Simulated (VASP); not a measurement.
# Ge (Pm-3n) in VASP: notebook

Ge is run at these levels: revPBE; tasks: single point, relaxation of cell and atoms.

All numbers are computed with VASP 6.6.1; they aren't measurements. Logs are shortened: lines on timing, memory, paths and dates and some standing lists are left out, and cuts for length are marked.

## 1. The cell of the first run

Symmetry: Pm-3n, No. 223, cubic system. The conventional cell has a = 5.455 Å, b = 5.455 Å, c = 5.455 Å, α = 90.00°, β = 90.00°, γ = 90.00°. Ge (site symmetry m-3) has 12 Ge at 3.05 Å within 4.0 Å. Ge (site symmetry -4m2) has 14 Ge at 2.73 to 3.34 Å within 3.6 Å.

## 2. Single point, revPBE

INCAR

```
SYSTEM = Ge
PREC = Accurate
ENCUT = 520
EDIFF = 1E-7
ISMEAR = -1
SIGMA = 0.1
LREAL = .FALSE.
LASPH = .TRUE.
NELM = 100
ALGO = Normal
ISIF = 2
LWAVE = .FALSE.
LCHARG = .TRUE.
GGA = RE
LELF = .TRUE.
LVHAR = .TRUE.
NBANDS = 66
```

KPOINTS

```
Automatic mesh
0
G
  5 5 5
  0 0 0
```

POSCAR

```
Ge
1.0
    5.4546282115      0.0000000000      0.0000000000
    0.0000000000      5.4546282115      0.0000000000
    0.0000000000      0.0000000000      5.4546282115
Ge
8
Direct
    1.0000000000      0.0000000000      0.0000000000
    0.5000000000      0.5000000000      0.5000000000
    0.2500000000      1.0000000000      0.5000000000
    0.7500000000      1.0000000000      0.5000000000
    0.5000000000      0.2500000000      1.0000000000
    0.5000000000      0.7500000000      0.0000000000
    0.0000000000      0.5000000000      0.2500000000
    0.0000000000      0.5000000000      0.7500000000
```

Potentials or basis: VASP PAW PBE potentials, release 64 (Ge_d).

Launch:

```bash
$ cat potpaw_PBE.64/Ge_d/POTCAR > POTCAR
$ mpirun -np 1 vasp_std > vasp.out
```

OUTCAR:

```text
SYSTEM = Ge
   PREC = Accurate
   ENCUT = 520
   EDIFF = 1E-7
   ISMEAR = -1
   LREAL = .FALSE.
   LASPH = .TRUE.
   NELM = 100
   ISIF = 2
   GGA = RE

 ion  position               nearest neighbor table
   1  0.000  0.000  0.000-
   2  0.500  0.500  0.500-
   3  0.250  0.000  0.500-   4 2.73   4 2.73
   4  0.750  0.000  0.500-   3 2.73   3 2.73
   5  0.500  0.250  0.000-   6 2.73   6 2.73
   6  0.500  0.750  0.000-   5 2.73   5 2.73
   7  0.000  0.500  0.250-   8 2.73   8 2.73
   8  0.000  0.500  0.750-   7 2.73   7 2.73

  LATTYP: Found a simple cubic cell.
 ALAT       =     5.4546282115

  Lattice vectors:

 A1 = (   5.4546282115,   0.0000000000,   0.0000000000)
 A2 = (   0.0000000000,   5.4546282115,   0.0000000000)
 A3 = (   0.0000000000,   0.0000000000,   5.4546282115)

Analysis of symmetry for initial positions (statically):
=====================================================================
 Subroutine PRICEL returns:
 Original cell was already a primitive cell.

 Routine SETGRP: Setting up the symmetry group for a
 simple cubic supercell.

 Subroutine GETGRP returns: Found 48 space group operations
 (whereof 24 operations were pure point group operations)
 out of a pool of 48 trial point group operations.

The static configuration has the point symmetry T_h .
 The point group associated with its full space group is O_h .

Analysis of symmetry for dynamics (positions and initial velocities):
=====================================================================
 Subroutine PRICEL returns:
 Original cell was already a primitive cell.

 Routine SETGRP: Setting up the symmetry group for a
 simple cubic supercell.

 Subroutine GETGRP returns: Found 48 space group operations
 (whereof 24 operations were pure point group operations)
 out of a pool of 48 trial point group operations.

The dynamic configuration has the point symmetry T_h .
 The point group associated with its full space group is O_h .

 Subroutine INISYM returns: Found 48 space group operations
 (whereof 24 operations are pure point group operations),
 and found     1 'primitive' translations

----------------------------------------------------------------------------------------

                                     Primitive cell

  volume of cell :     162.2914

  direct lattice vectors                    reciprocal lattice vectors
     5.454628212  0.000000000  0.000000000     0.183330552  0.000000000  0.000000000
     0.000000000  5.454628212  0.000000000     0.000000000  0.183330552  0.000000000
     0.000000000  0.000000000  5.454628212     0.000000000  0.000000000  0.183330552

  length of vectors
     5.454628212  5.454628212  5.454628212     0.183330552  0.183330552  0.183330552

  position of ions in fractional coordinates (direct lattice)
     0.000000000  0.000000000  0.000000000
     0.500000000  0.500000000  0.500000000
     0.250000000  0.000000000  0.500000000
     0.750000000  0.000000000  0.500000000
     0.500000000  0.250000000  0.000000000
     0.500000000  0.750000000  0.000000000
     0.000000000  0.500000000  0.250000000
     0.000000000  0.500000000  0.750000000

  ion indices of the primitive-cell ions
   primitive index   ion index
                 1           1
                 2           2
                 3           3
                 4           4
                 5           5
                 6           6
                 7           7
                 8           8

----------------------------------------------------------------------------------------

 KPOINTS: Automatic mesh

Automatic generation of k-mesh.
 Grid dimensions read from file:
 generate k-points for:    5    5    5

 Generating k-lattice:

  Cartesian coordinates                     Fractional coordinates (reciprocal lattice)
     0.036666110  0.000000000  0.000000000     0.200000000  0.000000000  0.000000000
     0.000000000  0.036666110  0.000000000     0.000000000  0.200000000  0.000000000
     0.000000000  0.000000000  0.036666110     0.000000000  0.000000000  0.200000000

  Length of vectors
     0.036666110  0.036666110  0.036666110

  Shift w.r.t. Gamma in fractional coordinates (k-lattice)
     0.000000000  0.000000000  0.000000000

 Subroutine IBZKPT returns following result:
 ===========================================

 Found     10 irreducible k-points:

 Following reciprocal coordinates:
            Coordinates               Weight
  0.000000  0.000000  0.000000      1.000000
  0.200000  0.000000  0.000000      6.000000
  0.400000  0.000000  0.000000      6.000000
  0.200000  0.200000  0.000000     12.000000
  0.400000  0.200000  0.000000     24.000000
  0.400000  0.400000  0.000000     12.000000
  0.200000  0.200000  0.200000      8.000000
  0.400000  0.200000  0.200000     24.000000
  0.400000  0.400000  0.200000     24.000000
  0.400000  0.400000  0.400000      8.000000
   k-points           NKPTS =     10   k-points in BZ     NKDIM =     10   number of bands    NBANDS=     66
   number of dos      NEDOS =    301   number of ions     NIONS =      8
   total plane-waves  NPLWV =  74088
   dimension x,y,z NGX =    42 NGY =   42 NGZ =   42
   dimension x,y,z NGXF=    84 NGYF=   84 NGZF=   84
   ions per type =               8
   NGX,Y,Z   is equivalent  to a cutoff of  12.80, 12.80, 12.80 a.u.
   NGXF,Y,Z  is equivalent  to a cutoff of  25.60, 25.60, 25.60 a.u.
 SYSTEM =  Ge
   PREC   = accura    normal or accurate (medium, high low for compatibility)
   ISTART =      0    job   : 0-new  1-cont  2-samecut
   ICHARG =      2    charge: 1-file 2-atom 10-const
   ISPIN  =      1    spin polarized calculation?
   LNONCOLLINEAR =      F non collinear calculations
   LSORBIT =      F    spin-orbit coupling
   LASPH  =      T    aspherical Exc in radial PAW
   ENCUT  =  520.0 eV  38.22 Ry    6.18 a.u.  10.14 10.14 10.14*2*pi/ulx,y,z
   NELM   =    100;   NELMIN=  2; NELMDL= -5     # of ELM steps
   EDIFF  = 0.1E-06   stopping-criterion for ELM
   LREAL  =      F    real-space projection
   EDIFFG = 0.1E-05   stopping-criterion for IOM
   NSW    =      0    number of steps for IOM
   IBRION =     -1    ionic relax: 0-MD 1-quasi-New 2-CG
   NFREE  =      0    steps in history (QN), initial steepest desc. (CG)
   ISIF   =      2    stress and relaxation
   ISYM   =      2    0-nonsym 1-usesym 2-fastsym
   POTIM  = 0.5000    time-step for ionic-motion
   TEBEG  =    0.0;   TEEND  =   0.0 temperature during run
   PSTRESS=    0.0 pullay stress
   NELECT =     112.0000    total number of electrons
   NUPDOWN=      -1.0000    fix difference up-down
   EMIN   =  10.00;   EMAX   =-10.00  energy-range for DOS
   EFERMI =   0.00;   METHOD = LEGACY
   ISMEAR =    -1;   SIGMA  =   0.10  broadening in eV -4-tet -1-fermi 0-gaus
   EFERMI_NEDOS =   21; number of points for ismear=-14 and -15
   IALGO  =     38    algorithm
   IMIX   =      4    mixing-type and parameters
     AMIX     =   0.40;   BMIX     =  1.00
     AMIX_MAG =   1.60;   BMIX_MAG =  1.00
  volume/ion in A,a.u.               =      20.29       136.90
  Fermi-wavevector in a.u.,A,eV,Ry     =   1.446713  2.733891 28.476697  2.092978
  Thomas-Fermi vector in A             =   2.564750
   LORBIT       =      0    0 simple, 1 ext, 2 COOP (PROOUT), +10 PAW based schemes
   GGA     = RE    functional components
   LHFCALC =     F    Hartree Fock is set to
   AEXX    =    0.0000 exact exchange contribution
   IVDW    =     0    specifies the selected vdW correction
   LEPSILON=     F    determine dielectric tensor
   LRPA    =     F    only Hartree local field effects (RPA)
 non-spin polarized calculation
  energy-cutoff  :      520.00
  volume of cell :      162.29
 maximum number of plane-waves:      4385
 NGX is ok and might be reduce to    42
   NGX = 21   NGY = 21   NGZ = 21

 number of electron     112.0000182 magnetization

 Free energy of the ion-electron system (eV)
  ---------------------------------------------------
  ext. energy  EPLUGINS =         0.00000000
  ---------------------------------------------------
  free energy    TOTEN  =       -30.87153421 eV

  energy without entropy =      -30.72625533  energy(sigma->0) =      -30.79889477

 E-fermi :   6.1305     XC(G=0): -10.8540

 val. band max:        6.0613059879   @ k =   0.4000   0.4000   0.2000
 cond. band min:       6.1774806687   @ k =   0.4000   0.2000   0.2000
 fundamental gap:      0.1161746809
 Fermi energy:         6.1304964313

 k-point     1 :       0.0000    0.0000    0.0000
  band No.  band energies     occupation
      1     -18.7327      2.00000
      2     -18.7283      2.00000
      3     -18.7283      2.00000
      4     -18.6767      2.00000
      5     -18.6767      2.00000
      6     -18.6767      2.00000
[... 58 lines left out ...]
     65       9.3833      0.00000
     66       9.3833      0.00000

 k-point     2 :       0.2000    0.0000    0.0000
  band No.  band energies     occupation
      1     -18.7311      2.00000
      2     -18.7285      2.00000
      3     -18.7110      2.00000
      4     -18.6791      2.00000
      5     -18.6733      2.00000
      6     -18.6733      2.00000
[... 58 lines left out ...]
     65      10.1518      0.00000
     66      10.9540      0.00000

 k-point     3 :       0.4000    0.0000    0.0000
  band No.  band energies     occupation
      1     -18.7300      2.00000
      2     -18.7291      2.00000
      3     -18.6791      2.00000
      4     -18.6732      2.00000
      5     -18.6685      2.00000
      6     -18.6685      2.00000
[... 58 lines left out ...]
     65      10.2472      0.00000
     66      10.7680      0.00000

 k-point     4 :       0.2000    0.2000    0.0000
  band No.  band energies     occupation
      1     -18.7297      2.00000
      2     -18.7124      2.00000
      3     -18.7098      2.00000
      4     -18.6761      2.00000
      5     -18.6755      2.00000
      6     -18.6693      2.00000
[... 58 lines left out ...]
     65      10.1044      0.00000
     66      10.1209      0.00000

 k-point     5 :       0.4000    0.2000    0.0000
  band No.  band energies     occupation
      1     -18.7294      2.00000
      2     -18.7111      2.00000
      3     -18.6770      2.00000
      4     -18.6721      2.00000
      5     -18.6706      2.00000
      6     -18.6649      2.00000
[... 58 lines left out ...]
     65      10.0511      0.00000
     66      10.6351      0.00000

 k-point     6 :       0.4000    0.4000    0.0000
  band No.  band energies     occupation
      1     -18.7292      2.00000
      2     -18.6764      2.00000
      3     -18.6763      2.00000
      4     -18.6694      2.00000
      5     -18.6650      2.00000
      6     -18.6629      2.00000
[... 58 lines left out ...]
     65       9.8305      0.00000
     66      10.1073      0.00000

 k-point     7 :       0.2000    0.2000    0.2000
  band No.  band energies     occupation
      1     -18.7133      2.00000
      2     -18.7100      2.00000
      3     -18.7100      2.00000
      4     -18.6728      2.00000
      5     -18.6713      2.00000
      6     -18.6713      2.00000
[... 58 lines left out ...]
     65      10.2623      0.00000
     66      10.2623      0.00000

 k-point     8 :       0.4000    0.2000    0.2000
  band No.  band energies     occupation
      1     -18.7115      2.00000
      2     -18.7106      2.00000
      3     -18.6728      2.00000
      4     -18.6704      2.00000
      5     -18.6676      2.00000
      6     -18.6670      2.00000
[... 58 lines left out ...]
     65       9.9398      0.00000
     66      10.7221      0.00000

 k-point     9 :       0.4000    0.4000    0.2000
  band No.  band energies     occupation
      1     -18.7109      2.00000
      2     -18.6713      2.00000
      3     -18.6713      2.00000
      4     -18.6684      2.00000
      5     -18.6638      2.00000
      6     -18.6635      2.00000
[... 58 lines left out ...]
     65       9.7782      0.00000
     66       9.8006      0.00000

 k-point    10 :       0.4000    0.4000    0.4000
  band No.  band energies     occupation
      1     -18.6664      2.00000
      2     -18.6655      2.00000
      3     -18.6653      2.00000
      4     -18.6653      2.00000
      5     -18.6641      2.00000
      6     -18.6641      2.00000
[... 58 lines left out ...]
     65       9.1828      0.00000
     66       9.1988      0.00000

------------------------ aborting loop because EDIFF is reached ----------------------------------------

  FORCE on cell =-STRESS in cart. coord.  units (eV):
  Direction    XX          YY          ZZ          XY          YZ          ZX
  --------------------------------------------------------------------------------------
  -------------------------------------------------------------------------------------
  Total        0.0340736      0.0340736      0.0340736     -0.0000000      0.0000000      0.0000000
  in kB        0.3363822      0.3363822      0.3363822     -0.0000000      0.0000000      0.0000000
  external PRESSURE =       0.3363822 kB  Pullay stress =       0.0000000 kB

 VOLUME and BASIS-vectors are now :
 -----------------------------------------------------------------------------
  energy-cutoff  :      520.00
  volume of cell :      162.29
      direct lattice vectors                 reciprocal lattice vectors
     5.454628212  0.000000000  0.000000000     0.183330552  0.000000000  0.000000000
     0.000000000  5.454628212  0.000000000     0.000000000  0.183330552  0.000000000
     0.000000000  0.000000000  5.454628212     0.000000000  0.000000000  0.183330552

 POSITION                                       TOTAL-FORCE (eV/Angst)
 -----------------------------------------------------------------------------------
      0.00000      0.00000      0.00000        -0.000000      0.000000     -0.000000
      2.72731      2.72731      2.72731        -0.000000      0.000000     -0.000000
      1.36366      0.00000      2.72731         0.000000     -0.000000     -0.000000
      4.09097      0.00000      2.72731        -0.000000      0.000000      0.000000
      2.72731      1.36366      0.00000        -0.000000     -0.000000     -0.000000
      2.72731      4.09097      0.00000         0.000000      0.000000      0.000000
      0.00000      2.72731      1.36366        -0.000000     -0.000000     -0.000000
      0.00000      2.72731      4.09097        -0.000000     -0.000000      0.000000
 -----------------------------------------------------------------------------------
    total drift:                                0.000000     -0.000000     -0.000000

  FREE ENERGIE OF THE ION-ELECTRON SYSTEM (eV)
  ---------------------------------------------------
  free  energy   TOTEN  =       -30.8715342114 eV

  energy  without entropy=      -30.7262553333  energy(sigma->0) =      -30.79889477
```

It took 65 s on 1 thread of Intel Xeon 6975P-C (Granite Rapids), shared host; peak memory 0.28 GiB.

What came out:

```yaml
Free_energy: -30.8715 eV
Pressure: 0.0 GPa
Band_gap_on_the_k_mesh: zero (bands 56 and 57 overlap by 1.81 eV)
```

Caveat: the PAW data sets were made with another functional, which shifts forces and pressure a little.

## 3. Single point, revPBE

INCAR

```
SYSTEM = Ge
PREC = Accurate ; ENCUT = 520
EDIFF = 1E-6 ; ISMEAR = -1
SIGMA = 0.1 ; LREAL = .FALSE.
LASPH = .TRUE. ; NELM = 100
ALGO = Normal ; ISIF = 2
LWAVE = .FALSE. ; LCHARG = .FALSE.
GGA = RE ; NBANDS = 66
```

KPOINTS

```
Automatic mesh
0
G
  6 6 6
  0 0 0
```

POSCAR is that of step 2.

Potentials or basis: VASP PAW PBE potentials, release 64 (Ge_d).

Launch:

```bash
$ cat potpaw_PBE.64/Ge_d/POTCAR > POTCAR
$ mpirun -np 1 vasp_std > vasp.out
```

OUTCAR:

```text
SYSTEM = Ge
   PREC = Accurate
   ENCUT = 520
   EDIFF = 1E-6
   ISMEAR = -1
   LREAL = .FALSE.
   LASPH = .TRUE.
   NELM = 100
   ISIF = 2
   GGA = RE

 ion  position               nearest neighbor table
   1  0.000  0.000  0.000-
   2  0.500  0.500  0.500-
   3  0.250  0.000  0.500-   4 2.73   4 2.73
   4  0.750  0.000  0.500-   3 2.73   3 2.73
   5  0.500  0.250  0.000-   6 2.73   6 2.73
   6  0.500  0.750  0.000-   5 2.73   5 2.73
   7  0.000  0.500  0.250-   8 2.73   8 2.73
[... 1587 lines left out ...]
  Total       -0.2409077     -0.2409077     -0.2409077     -0.0000000      0.0000000      0.0000000
  in kB       -2.3782951     -2.3782951     -2.3782951     -0.0000000      0.0000000      0.0000000
  external PRESSURE =      -2.3782951 kB  Pullay stress =       0.0000000 kB

 VOLUME and BASIS-vectors are now :
 -----------------------------------------------------------------------------
  energy-cutoff  :      520.00
  volume of cell :      162.29
      direct lattice vectors                 reciprocal lattice vectors
     5.454628212  0.000000000  0.000000000     0.183330552  0.000000000  0.000000000
     0.000000000  5.454628212  0.000000000     0.000000000  0.183330552  0.000000000
     0.000000000  0.000000000  5.454628212     0.000000000  0.000000000  0.183330552

 POSITION                                       TOTAL-FORCE (eV/Angst)
 -----------------------------------------------------------------------------------
      0.00000      0.00000      0.00000        -0.000000      0.000000     -0.000000
      2.72731      2.72731      2.72731        -0.000000      0.000000     -0.000000
      1.36366      0.00000      2.72731        -0.000000     -0.000000      0.000000
      4.09097      0.00000      2.72731         0.000000     -0.000000     -0.000000
      2.72731      1.36366      0.00000        -0.000000     -0.000000      0.000000
      2.72731      4.09097      0.00000         0.000000      0.000000     -0.000000
      0.00000      2.72731      1.36366         0.000000     -0.000000     -0.000000
      0.00000      2.72731      4.09097        -0.000000      0.000000     -0.000000
 -----------------------------------------------------------------------------------
    total drift:                                0.000000     -0.000000     -0.000000

  FREE ENERGIE OF THE ION-ELECTRON SYSTEM (eV)
  ---------------------------------------------------
  free  energy   TOTEN  =       -30.7189335691 eV

  energy  without entropy=      -30.5772899975  energy(sigma->0) =      -30.64811178
```

OSZICAR:

```text
N       E                     dE             d eps       ncg     rms          rms(c)
DAV:   1     0.136883298902E+04    0.13688E+04   -0.50064E+04  3040   0.483E+03
DAV:   2     0.238276690765E+03   -0.11306E+04   -0.11016E+04  2640   0.112E+03
DAV:   3    -0.570961120113E+01   -0.24399E+03   -0.23385E+03  2764   0.269E+02
DAV:   4    -0.298855599023E+02   -0.24176E+02   -0.23196E+02  3040   0.854E+01
DAV:   5    -0.308127023499E+02   -0.92714E+00   -0.91642E+00  2942   0.186E+01    0.341E+00
DAV:   6    -0.307541735269E+02    0.58529E-01   -0.34467E-01  3812   0.454E+00    0.175E+00
DAV:   7    -0.307194089730E+02    0.34765E-01   -0.10293E-01  3080   0.360E+00    0.232E-01
DAV:   8    -0.307187816434E+02    0.62733E-03   -0.17998E-02  3230   0.383E+00    0.125E-01
DAV:   9    -0.307189260040E+02   -0.14436E-03   -0.67735E-03  3288   0.833E-01    0.561E-02
DAV:  10    -0.307189207776E+02    0.52265E-05   -0.24966E-04  3692   0.287E-01    0.345E-02
DAV:  11    -0.307189306708E+02   -0.98932E-05   -0.65255E-05  3494   0.104E-01    0.559E-03
DAV:  12    -0.307189342216E+02   -0.35508E-05   -0.28947E-05  3084   0.891E-02    0.337E-03
DAV:  13    -0.307189335691E+02    0.65246E-06   -0.14287E-06  1948   0.421E-02
   1 F= -.30718934E+02 E0= -.30648112E+02  d E =-.141644E+00
```

Wall time 1.7 min (1 thread of Intel Xeon 6975P-C (Granite Rapids), shared host); peak memory 0.33 GiB.

What came out:

```yaml
Free_energy: -30.7189 eV
Pressure: -0.2 GPa
Band_gap_on_the_k_mesh: zero (bands 56 and 57 overlap by 1.76 eV)
```

Caveat: the PAW data sets were made with another functional, which shifts forces and pressure a little.

(Continued in part 2 of 2.)
